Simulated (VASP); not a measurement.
# Co (P6_3/mmc) in VASP: notebook

The runs below take Co through single point, with RPBE.

All numbers are computed with VASP 6.6.1; they aren't measurements. Logs are shortened: lines on timing, memory, paths and dates and some standing lists are left out, and cuts for length are marked.

## 1. The cell of the first run

The structure is hexagonal, space group P6_3/mmc (No. 194). The conventional cell has a = 2.414 Å, b = 2.414 Å, c = 3.900 Å, α = 90.00°, β = 90.00°, γ = 120.00°. Within 3.2 Å of Co (site symmetry -6m2) lie 12 Co at 2.40 to 2.41 Å.

## 2. Single point, RPBE, collinear spin, ferromagnetic start (9.84 Å³/atom)

Input file INCAR:

```
SYSTEM = Co
PREC     = Accurate       ! precision mode
ENCUT    = 520            ! plane-wave cutoff, eV
EDIFF    = 1E-7           ! SCF threshold, eV
ISMEAR   = -1             ! smearing method
SIGMA    = 0.05           ! smearing width, eV
LREAL    = .FALSE.        ! projectors in reciprocal space
LASPH    = .TRUE.         ! aspherical terms in the spheres
NELM     = 150            ! most SCF steps
ALGO     = Normal         ! electronic algorithm
ISIF     = 2              ! what is computed and relaxed
LWAVE    = .FALSE.        ! write WAVECAR
LCHARG   = .FALSE.        ! write CHGCAR
ISPIN    = 2              ! spin polarisation
MAGMOM   = 1.729 1.729    ! initial moments
LORBIT   = 11             ! projections on sites
LMAXMIX  = 4              ! l up to which the mixer works
GGA      = RP             ! functional
NBANDS   = 20             ! bands
```

Input file KPOINTS:

```
Automatic mesh
0
G
  23 23 13
  0 0 0
```

Input file POSCAR:

```
Co
1.0
    2.4141577862      0.0000000000      0.0000000000
   -1.2070788931      2.0907219716      0.0000000000
    0.0000000000      0.0000000000      3.8996838894
Co
2
Direct
    0.3333333333      0.6666666667      0.2500000000
    0.6666666667      0.3333333333      0.7500000000
```

Potentials or basis: VASP PAW PBE potentials, release 64 (Co).

On the command line:

```sh
$ cat potpaw_PBE.64/Co/POTCAR > POTCAR
$ mpirun -np 1 vasp_std > vasp.out
```

OUTCAR:

```text
SYSTEM = Co
   PREC = Accurate
   ENCUT = 520
   EDIFF = 1E-7
   ISMEAR = -1
   LREAL = .FALSE.
   LASPH = .TRUE.
   NELM = 150
   ISIF = 2
   ISPIN = 2
   LORBIT = 11
   GGA = RP

 ion  position               nearest neighbor table
   1  0.333  0.667  0.250-   2 2.40   2 2.40   2 2.40   2 2.40   2 2.40   2 2.40
   2  0.667  0.333  0.750-   1 2.40   1 2.40   1 2.40   1 2.40   1 2.40   1 2.40

  LATTYP: Found a hexagonal cell.
 ALAT       =     2.4141577862
 C/A-ratio  =     1.6153392755

  Lattice vectors:

 A1 = (   2.4141577862,   0.0000000000,   0.0000000000)
 A2 = (  -1.2070788931,   2.0907219716,   0.0000000000)
 A3 = (   0.0000000000,   0.0000000000,   3.8996838894)

Analysis of symmetry for initial positions (statically):
=====================================================================
 Subroutine PRICEL returns:
 Original cell was already a primitive cell.

 Routine SETGRP: Setting up the symmetry group for a
 hexagonal supercell.

 Subroutine GETGRP returns: Found 24 space group operations
 (whereof 12 operations were pure point group operations)
 out of a pool of 24 trial point group operations.

The static configuration has the point symmetry D_3d.
 The point group associated with its full space group is D_6h.

Analysis of symmetry for dynamics (positions and initial velocities):
=====================================================================
 Subroutine PRICEL returns:
 Original cell was already a primitive cell.

 Routine SETGRP: Setting up the symmetry group for a
 hexagonal supercell.

 Subroutine GETGRP returns: Found 24 space group operations
 (whereof 12 operations were pure point group operations)
 out of a pool of 24 trial point group operations.

The dynamic configuration has the point symmetry D_3d.
 The point group associated with its full space group is D_6h.

Analysis of structural, dynamic, and magnetic symmetry:
=====================================================================
 Subroutine PRICEL returns:
 Original cell was already a primitive cell.

 Routine SETGRP: Setting up the symmetry group for a
 hexagonal supercell.

 Subroutine GETGRP returns: Found 24 space group operations
 (whereof 12 operations were pure point group operations)
 out of a pool of 24 trial point group operations.

The overall configuration has the point symmetry D_3d.
 The point group associated with its full space group is D_6h.

 Subroutine INISYM returns: Found 24 space group operations
 (whereof 12 operations are pure point group operations),
 and found     1 'primitive' translations

----------------------------------------------------------------------------------------

                                     Primitive cell

  volume of cell :      19.6830

  direct lattice vectors                    reciprocal lattice vectors
     2.414157786  0.000000000  0.000000000     0.414223132  0.239151837  0.000000000
    -1.207078893  2.090721972  0.000000000     0.000000000  0.478303674  0.000000000
     0.000000000  0.000000000  3.899683889     0.000000000  0.000000000  0.256431041

  length of vectors
     2.414157786  2.414157786  3.899683889     0.478303674  0.478303674  0.256431041

  position of ions in fractional coordinates (direct lattice)
     0.333333333  0.666666667  0.250000000
     0.666666667  0.333333333  0.750000000

  ion indices of the primitive-cell ions
   primitive index   ion index
                 1           1
                 2           2

----------------------------------------------------------------------------------------

 KPOINTS: Automatic mesh

Automatic generation of k-mesh.
 Grid dimensions read from file:
 generate k-points for:   23   23   13

 Generating k-lattice:

  Cartesian coordinates                     Fractional coordinates (reciprocal lattice)
     0.018009701  0.010397906  0.000000000     0.043478261  0.000000000  0.000000000
     0.000000000  0.020795812  0.000000000     0.000000000  0.043478261  0.000000000
     0.000000000  0.000000000  0.019725465     0.000000000  0.000000000  0.076923077

  Length of vectors
     0.020795812  0.020795812  0.019725465

  Shift w.r.t. Gamma in fractional coordinates (k-lattice)
     0.000000000  0.000000000  0.000000000

 Subroutine IBZKPT returns following result:
 ===========================================

 Found    392 irreducible k-points:

 Following reciprocal coordinates:
            Coordinates               Weight
  0.000000  0.000000  0.000000      1.000000
  0.043478  0.000000  0.000000      6.000000
  0.086957  0.000000  0.000000      6.000000
  0.130435  0.000000  0.000000      6.000000
  0.173913  0.000000  0.000000      6.000000
  0.217391  0.000000  0.000000      6.000000
[... 16 lines left out ...]
  0.478261  0.043478  0.000000      6.000000
  0.086957  0.086957  0.000000      6.000000
 [... further k-points ...]
   k-points           NKPTS =    392   k-points in BZ     NKDIM =    392   number of bands    NBANDS=     20
   number of dos      NEDOS =    301   number of ions     NIONS =      2
   total plane-waves  NPLWV =   9720
   dimension x,y,z NGX =    18 NGY =   18 NGZ =   30
   dimension x,y,z NGXF=    36 NGYF=   36 NGZF=   60
   ions per type =               2
   NGX,Y,Z   is equivalent  to a cutoff of  12.40, 12.40, 12.79 a.u.
   NGXF,Y,Z  is equivalent  to a cutoff of  24.79, 24.79, 25.58 a.u.
 SYSTEM =  Co
   PREC   = accura    normal or accurate (medium, high low for compatibility)
   ISTART =      0    job   : 0-new  1-cont  2-samecut
   ICHARG =      2    charge: 1-file 2-atom 10-const
   ISPIN  =      2    spin polarized calculation?
   LNONCOLLINEAR =      F non collinear calculations
   LSORBIT =      F    spin-orbit coupling
   LASPH  =      T    aspherical Exc in radial PAW
   ENCUT  =  520.0 eV  38.22 Ry    6.18 a.u.   4.49  4.49  7.25*2*pi/ulx,y,z
   NELM   =    150;   NELMIN=  2; NELMDL= -5     # of ELM steps
   EDIFF  = 0.1E-06   stopping-criterion for ELM
   LREAL  =      F    real-space projection
   EDIFFG = 0.1E-05   stopping-criterion for IOM
   NSW    =      0    number of steps for IOM
   IBRION =     -1    ionic relax: 0-MD 1-quasi-New 2-CG
   NFREE  =      0    steps in history (QN), initial steepest desc. (CG)
   ISIF   =      2    stress and relaxation
   ISYM   =      2    0-nonsym 1-usesym 2-fastsym
   POTIM  = 0.5000    time-step for ionic-motion
   TEBEG  =    0.0;   TEEND  =   0.0 temperature during run
   PSTRESS=    0.0 pullay stress
   NELECT =      18.0000    total number of electrons
   NUPDOWN=      -1.0000    fix difference up-down
   EMIN   =  10.00;   EMAX   =-10.00  energy-range for DOS
   EFERMI =   0.00;   METHOD = LEGACY
   ISMEAR =    -1;   SIGMA  =   0.05  broadening in eV -4-tet -1-fermi 0-gaus
   EFERMI_NEDOS =   21; number of points for ismear=-14 and -15
   IALGO  =     38    algorithm
   IMIX   =      4    mixing-type and parameters
     AMIX     =   0.40;   BMIX     =  1.00
     AMIX_MAG =   1.60;   BMIX_MAG =  1.00
  volume/ion in A,a.u.               =       9.84        66.41
  Fermi-wavevector in a.u.,A,eV,Ry     =   1.589041  3.002853 34.355427  2.525053
  Thomas-Fermi vector in A             =   2.687952
   LORBIT       =     11    0 simple, 1 ext, 2 COOP (PROOUT), +10 PAW based schemes
   GGA     = RP    functional components
   LHFCALC =     F    Hartree Fock is set to
   AEXX    =    0.0000 exact exchange contribution
   IVDW    =     0    specifies the selected vdW correction
   LEPSILON=     F    determine dielectric tensor
   LRPA    =     F    only Hartree local field effects (RPA)
 spin polarized calculation
  energy-cutoff  :      520.00
  volume of cell :       19.68
 maximum number of plane-waves:       549
 NGX is ok and might be reduce to    18
   NGX =  9   NGY =  9   NGZ = 15

 number of electron      18.0000010 magnetization       3.0889165

 Free energy of the ion-electron system (eV)
  ---------------------------------------------------
  ext. energy  EPLUGINS =         0.00000000
  ---------------------------------------------------
  free energy    TOTEN  =       -12.80812034 eV

  energy without entropy =      -12.79531663  energy(sigma->0) =      -12.80171848

 E-fermi :  11.8319     XC(G=0): -13.8837

 val. band max:       11.8310441692   @ k =   0.3478   0.0435   0.4615
 cond. band min:      11.8360964091   @ k =   0.2174   0.0435   0.0769
 fundamental gap:      0.0050522399
 Fermi energy:        11.8318606957

 spin component 1

 k-point     1 :       0.0000    0.0000    0.0000
  band No.  band energies     occupation
      1       2.3791      1.00000
      2       6.2331      1.00000
      3       9.0740      1.00000
      4       9.0898      1.00000
      5       9.0898      1.00000
      6       9.4573      1.00000
[... 12 lines left out ...]
     19      39.4784      0.00000
     20      39.4784      0.00000

 k-point     2 :       0.0435    0.0000    0.0000
  band No.  band energies     occupation
      1       2.4509      1.00000
      2       6.2778      1.00000
      3       8.9531      1.00000
      4       9.1257      1.00000
      5       9.2000      1.00000
      6       9.4390      1.00000
[... 12 lines left out ...]
     19      40.5788      0.00000
     20      40.9320      0.00000
[... 465 lines left out ...]
      3       6.9267      1.00000
      4       8.8891      1.00000
      5       9.0964      1.00000
      6       9.1721      1.00000
[... 12 lines left out ...]
     19      36.3005      0.00000
     20      38.1267      0.00000

 k-point    24 :       0.0870    0.0870    0.0000
  band No.  band energies     occupation
      1       3.2164      1.00000
      2       6.7090      1.00000
      3       8.5374      1.00000
      4       9.0566      1.00000
      5       9.2704      1.00000
      6       9.4998      1.00000
[... 12 lines left out ...]
     19      38.4049      0.00000
     20      41.8678      0.00000

 [... further k-points ...]

 spin component 2

 k-point     1 :       0.0000    0.0000    0.0000
  band No.  band energies     occupation
      1       2.3405      1.00000
      2       7.1431      1.00000
      3      10.6794      1.00000
      4      10.6936      1.00000
      5      10.6936      1.00000
      6      11.1193      1.00000
[... 12 lines left out ...]
     19      39.7368      0.00000
     20      39.7368      0.00000

 k-point     2 :       0.0435    0.0000    0.0000
  band No.  band energies     occupation
      1       2.4125      1.00000
      2       7.1931      1.00000
      3      10.5358      1.00000
      4      10.7327      1.00000
      5      10.8210      1.00000
      6      11.0957      1.00000
[... 12 lines left out ...]
     19      40.8466      0.00000
     20      41.1475      0.00000
[... 465 lines left out ...]
      3       8.0934      1.00000
      4       9.7320      1.00000
      5      10.4910      1.00000
      6      10.6190      1.00000
[... 12 lines left out ...]
     19      36.7167      0.00000
     20      38.3841      0.00000

 k-point    24 :       0.0870    0.0870    0.0000
  band No.  band energies     occupation
      1       3.1840      1.00000
      2       7.6849      1.00000
      3      10.0317      1.00000
      4      10.0881      1.00000
      5      10.8735      1.00000
      6      11.1537      1.00000
[... 12 lines left out ...]
     19      38.4128      0.00000
     20      41.9689      0.00000

 [... further k-points ...]

------------------------ aborting loop because EDIFF is reached ----------------------------------------

  FORCE on cell =-STRESS in cart. coord.  units (eV):
  Direction    XX          YY          ZZ          XY          YZ          ZX
  --------------------------------------------------------------------------------------
  -------------------------------------------------------------------------------------
  Total        3.9249793      3.9249793      3.9481029      0.0000000      0.0000000      0.0000000
  in kB      319.4895153    319.4895153    321.3717593      0.0000000      0.0000000      0.0000000
  external PRESSURE =     320.1169300 kB  Pullay stress =       0.0000000 kB

 VOLUME and BASIS-vectors are now :
 -----------------------------------------------------------------------------
  energy-cutoff  :      520.00
  volume of cell :       19.68
      direct lattice vectors                 reciprocal lattice vectors
     2.414157786  0.000000000  0.000000000     0.414223132  0.239151837  0.000000000
    -1.207078893  2.090721972  0.000000000     0.000000000  0.478303674  0.000000000
     0.000000000  0.000000000  3.899683889     0.000000000  0.000000000  0.256431041

 POSITION                                       TOTAL-FORCE (eV/Angst)
 -----------------------------------------------------------------------------------
     -0.00000      1.39381      0.97492         0.000000     -0.000000      0.000000
      1.20708      0.69691      2.92476        -0.000000      0.000000      0.000000
 -----------------------------------------------------------------------------------
    total drift:                                0.000000     -0.000000     -0.000000

  FREE ENERGIE OF THE ION-ELECTRON SYSTEM (eV)
  ---------------------------------------------------
  free  energy   TOTEN  =       -12.8081203421 eV

  energy  without entropy=      -12.7953166271  energy(sigma->0) =      -12.80171848

 total charge

# of ion       s       p       d       tot
------------------------------------------
    1        0.535   0.615   7.336   8.485
    2        0.535   0.615   7.336   8.485
--------------------------------------------------
tot          1.070   1.229  14.671  16.970

 magnetization (x)

# of ion       s       p       d       tot
------------------------------------------
    1       -0.017  -0.061   1.626   1.547
    2       -0.017  -0.061   1.626   1.547
--------------------------------------------------
tot         -0.035  -0.122   3.252   3.094
```

Wall time 2.2 min (1 thread of Intel Xeon 6975P-C (Granite Rapids), shared host); peak memory 0.31 GiB.

Results:

```
Free energy                                           : -12.8081 eV
Pressure                                              : 32.0 GPa
Net moment                                            : 3.09 μB per cell
Site moments                                          : Co +1.55 μB
Valence electrons inside the program's atomic spheres : Co 8.48
```

Caveat: the cell stands under pressure; the PAW data sets were made with another functional, which shifts forces and pressure a little.

## 3. Single point, RPBE, collinear spin, ferromagnetic start (10.29 Å³/atom)

This run uses another cell than the first one, of 10.29 Å³/atom.

Input file INCAR:

```
  PREC = Accurate
  ENCUT = 520
  EDIFF = 1E-7
  ISMEAR = -1
  SIGMA = 0.05
  LREAL = F
  LASPH = T
  NELM = 150
  ALGO = Normal
  ISIF = 2
  LWAVE = F
  LCHARG = F
  ISPIN = 2
  MAGMOM = 1.729 1.729
  LORBIT = 11
  LMAXMIX = 4
  GGA = RP
  NBANDS = 20
```

Input file KPOINTS:

```
regular mesh
0
Gamma
  23 23 13
```

Input file POSCAR:

```
Co
1.0
    2.4501953050      0.0000000000      0.0000000000
   -1.2250976525      2.1219313783      0.0000000000
    0.0000000000      0.0000000000      3.9578967088
Co
2
Direct
    0.3333333333      0.6666666667      0.2500000000
    0.6666666667      0.3333333333      0.7500000000
```

Potentials or basis: VASP PAW PBE potentials, release 64 (Co).

On the command line:

```sh
$ cat potpaw_PBE.64/Co/POTCAR > POTCAR
$ mpirun -np 1 vasp_std > vasp.out
```

Wall time 2.1 min (1 thread of Intel Xeon 6975P-C (Granite Rapids), shared host); peak memory 0.32 GiB.

Results (log left out):

```
Free energy                                           : -12.9471 eV
Pressure                                              : 18.3 GPa
Net moment                                            : 3.14 μB per cell
Site moments                                          : Co +1.58 μB
Valence electrons inside the program's atomic spheres : Co 8.38
```

Stress tensor (GPa, compression positive):
```
18.18  0.00  0.00
 0.00 18.18  0.00
 0.00  0.00 18.56
```

Levels at points of the mesh, in eV from the Fermi level:
Spin up:
```csv
k point,band 9,band 10,band 11,band 12,band 13,band 14
"(0.00, 0.00, 0.00)",-1.97,-0.78,-0.78,-0.06,6.88,22.41
```
Spin down:
```csv
k point,band 5,band 6,band 7,band 8,band 9,band 10
"(0.00, 0.00, 0.00)",-1.05,-0.65,-0.65,-0.20,-0.20,-0.18
```

Caveat: the cell stands under pressure; the PAW data sets were made with another functional, which shifts forces and pressure a little.

## 4. Single point, RPBE, collinear spin, ferromagnetic start

This run uses another cell than the first one, of 11.18 Å³/atom.

Input file INCAR:

```
SYSTEM = Co
  ALGO = Normal
  EDIFF = 1E-6
  ENCUT = 520
  GGA = RP
  ISIF = 2
  ISMEAR = -1
  ISPIN = 2
  LASPH = .True.
  LCHARG = .False.
  LMAXMIX = 4
  LORBIT = 11
  LREAL = .False.
  LWAVE = .False.
  MAGMOM = 1.7 1.7
  NBANDS = 20
  NELM = 150
  PREC = Accurate
  SIGMA = 0.05
```

Input file KPOINTS:

```
k-points
0
Gamma
  14 14 8
  0 0 0
```

Input file POSCAR:

```
Co
1.0
    2.5192509252      0.0000000000      0.0000000000
   -1.2596254626      2.1817352998      0.0000000000
    0.0000000000      0.0000000000      4.0694449776
Co
2
Direct
    0.3333333333      0.6666666667      0.2500000000
    0.6666666667      0.3333333333      0.7500000000
```

On the command line:

```sh
$ cat potpaw_PBE.64/Co/POTCAR > POTCAR
$ mpirun -np 1 vasp_std > vasp.out
```

Wall time 42 s (1 thread of Intel Xeon 6975P-C (Granite Rapids), shared host); peak memory 0.2 GiB.

Results (log left out):

| Property | Result |
| --- | --- |
| Free energy | -13.0312 eV |
| Pressure | -0.7 GPa |
| Net moment | 3.27 μB per cell |
| Site moments | Co +1.67 μB |
| Valence electrons inside the program's atomic spheres | Co 8.22 |

Stress tensor (GPa, compression positive):
```
-0.64  0.00  0.00
 0.00 -0.64  0.00
 0.00  0.00 -0.88
```

Levels at points of the mesh, in eV from the Fermi level:
Spin up:
| k point | band 8 | band 9 | band 10 | band 11 | band 12 | band 13 | band 14 | band 15 |
| --- | --- | --- | --- | --- | --- | --- | --- | --- |
| (0.00, 0.00, 0.00) | -1.97 | -1.97 | -0.93 | -0.93 | -0.03 | 6.11 | 21.69 | 24.02 |
| (0.50, 0.00, 0.00) | -0.81 | -0.72 | -0.66 | 1.20 | 3.15 | 9.48 | 10.11 | 12.44 |
| (0.00, 0.00, 0.50) | -2.66 | -1.22 | -1.22 | -1.22 | -1.22 | 14.72 | 14.72 | 22.41 |
| (0.50, 0.00, 0.50) | -1.13 | -0.72 | -0.72 | 1.56 | 1.56 | 6.99 | 6.99 | 17.97 |
Spin down:
| k point | band 4 | band 5 | band 6 | band 7 | band 8 | band 9 | band 10 | band 11 |
| --- | --- | --- | --- | --- | --- | --- | --- | --- |
| (0.00, 0.00, 0.00) | -0.88 | -0.88 | -0.53 | -0.53 | -0.17 | -0.13 | -0.13 | 1.03 |
| (0.50, 0.00, 0.00) | -1.82 | -1.04 | -0.96 | -0.56 | 1.16 | 1.28 | 1.31 | 2.44 |
| (0.00, 0.00, 0.50) | -1.44 | -0.95 | -0.95 | -0.95 | -0.95 | 0.71 | 0.71 | 0.71 |
| (0.50, 0.00, 0.50) | -2.25 | -0.03 | -0.03 | 0.24 | 0.24 | 1.25 | 1.25 | 2.13 |

Caveat: the PAW data sets were made with another functional, which shifts forces and pressure a little.

## 5. The runs side by side

```tsv
cell	k mesh	gap on the mesh (eV)	pressure (GPa)	moment (μB)
a = 2.414, b = 2.414, c = 3.900 Å, angles 90.0, 90.0, 120.0°, 2 atoms	23 × 23 × 13	none	32.0	3.09
a = 2.450, b = 2.450, c = 3.958 Å, angles 90.0, 90.0, 120.0°, 2 atoms	23 × 23 × 13	none	18.3	3.14
a = 2.519, b = 2.519, c = 4.069 Å, angles 90.0, 90.0, 120.0°, 2 atoms	14 × 14 × 8	none	-0.7	3.27
```

Alike in all rows: task single point; level RPBE; potentials or basis VASP PAW PBE potentials, release 64 (Co); spin collinear, ferromagnetic start; cutoff (eV) 520; smearing fermi-dirac 0.05 eV.

Caveats: the PAW data sets were made with another functional, which shifts forces and pressure a little; the cell stands under pressure (at least some runs).

Absolute energies hang on the potentials; compare differences alone.
